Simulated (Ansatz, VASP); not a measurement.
# One calculation of ZnO, two programs

```
CELL_PARAMETERS angstrom
5.51313 0.00000 0.00000
0.00000 5.51313 0.00000
0.00000 0.00000 3.24879
ATOMIC_POSITIONS crystal
Zn 0.18179 0.18179 0.50000
Zn 0.81821 0.81821 0.50000
Zn 0.68179 0.31821 0.00000
Zn 0.31821 0.68179 0.00000
O 0.81748 0.18252 0.50000
O 0.18252 0.81748 0.50000
O 0.68252 0.68252 0.00000
O 0.31748 0.31748 0.00000
```

Alike in both runs: task single point; functional r2SCAN; k mesh 6 × 6 × 8; no spin polarisation.

|  | VASP | Ansatz |
| --- | --- | --- |
| version | VASP 6.6.1 | Ansatz 0.2.0 |
| potentials or method | VASP PAW PBE potentials, release 64 (Zn, O) | plane waves, PAW |
| plane-wave cutoff (eV) | 520 | 500 |
| occupations | gaussian, width 0.01 eV | fixed |
| valence electrons in the cell | 72 | 72 |

|  | VASP | Ansatz | Ansatz less VASP |
| --- | --- | --- | --- |
| gap on the k mesh at the Fermi level (eV) | 1.20 | 1.21 | +0.002 |
| pressure (GPa) | 1.0 | 0.0 | -0.99 |
| traceless stress, the component that is largest in VASP (GPa) | 0.21 | 0.00 | -0.216 |
| rms of the force components (eV/Å) | 0.015 | 0.001 | -0.0143 |

VASP's potentials were made for PBE, not for r2SCAN. Atom by atom the forces differ by 0.014 eV/Å (rms over components).
